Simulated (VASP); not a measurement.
A run of VASP 6.6.1:

INCAR

```
SYSTEM = BaHf3O2
  PREC = Accurate
  ENCUT = 520
  EDIFF = 1E-6
  ISMEAR = 0
  SIGMA = 0.1
  LREAL = .FALSE.
  LASPH = .TRUE.
  NELM = 80
  ALGO = Normal
  ISIF = 2
  LWAVE = .FALSE.
  LCHARG = .FALSE.
  GGA = PE
  NBANDS = 35
```

Contents of KPOINTS:

```
Automatic mesh
0
G
  6 6 4
  0 0 0
```

POSCAR

```
BaHf3O2
1.0
    5.5857012500      0.0000000000      0.0000000000
   -2.7928506200      4.8373591800      0.0000000000
    0.0000000000      0.0000000000      3.9232264800
Ba Hf O
1 3 2
Direct
    0.0000000000      0.0000000000      0.8888130200
    0.5000000000      0.5000000000      0.4595159900
    0.5000000000      0.0000000000      0.4595159900
    0.0000000000      0.5000000000      0.4595159900
    0.6666666700      0.3333333300      0.9631379800
    0.3333333300      0.6666666700      0.9631379800
```

Potentials or basis: VASP PAW PBE potentials, release 64 (Ba_sv, Hf_pv, O).

The run is started by

```console
$ cat potpaw_PBE.64/Ba_sv/POTCAR potpaw_PBE.64/Hf_pv/POTCAR potpaw_PBE.64/O/POTCAR > POTCAR
$ mpirun -np 1 vasp_std > vasp.out
```

Hardware: 1 thread of Intel(R) Xeon(R) 6975P-C (Granite Rapids), with other jobs on the host.

Q: Estimate the wall time of this run.

A: Wall time 35 s on 1 thread of Intel(R) Xeon(R) 6975P-C (Granite Rapids) (shared host), peak memory 0.26 GiB. Counts: scf iterations 14, k points 21.
